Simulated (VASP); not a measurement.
HfN, 2 atoms in the cell. The structure is trigonal, space group R-3m (No. 166). Conventional cell: a = 3.114 Å, b = 3.114 Å, c = 8.237 Å, α = 90.00°, β = 90.00°, γ = 120.00°. Within 3.0 Å of Hf (site symmetry -3m) lie 6 N at 2.26 Å. Within 3.0 Å of N (site symmetry -3m) lie 6 Hf at 2.26 Å.  This cell differs from its parent crystal: ratio of the length along [111] to the lengths across it x 1.08, volume and fractional coordinates fixed.

| Property | Result |
| --- | --- |
| Program | VASP 6.6.1 |
| Task | single point |
| Functional | PBE |
| Potentials or basis | VASP PAW PBE potentials, release 64 (Hf_pv, N) |
| Cutoff | 520 eV |
| k mesh | 20 × 20 × 20 |
| Occupations | gaussian, width 0.15 eV |
| Spin | no spin polarisation |
| Dipole correction | no |
| Further INCAR settings | ALGO = Normal; EDIFF = 1e-06; NBANDS = 14 |

Potentials or basis: VASP PAW PBE potentials, release 64 (Hf_pv, N).

The run is started by

```bash
$ cat potpaw_PBE.64/Hf_pv/POTCAR potpaw_PBE.64/N/POTCAR > POTCAR
$ mpirun -np 1 vasp_std > vasp.out
```

Hardware: 1 thread of Intel(R) Xeon(R) Platinum 8259CL CPU @ 2.50GHz (Skylake/Cascade Lake) (shared host).

Q: Estimate the wall time of this run.

A: Run time: 110 s on 1 thread of Intel(R) Xeon(R) Platinum 8259CL CPU @ 2.50GHz (Skylake/Cascade Lake), with other jobs on the host, peak memory 0.36 GiB. Counts: scf iterations 12, k points 781.
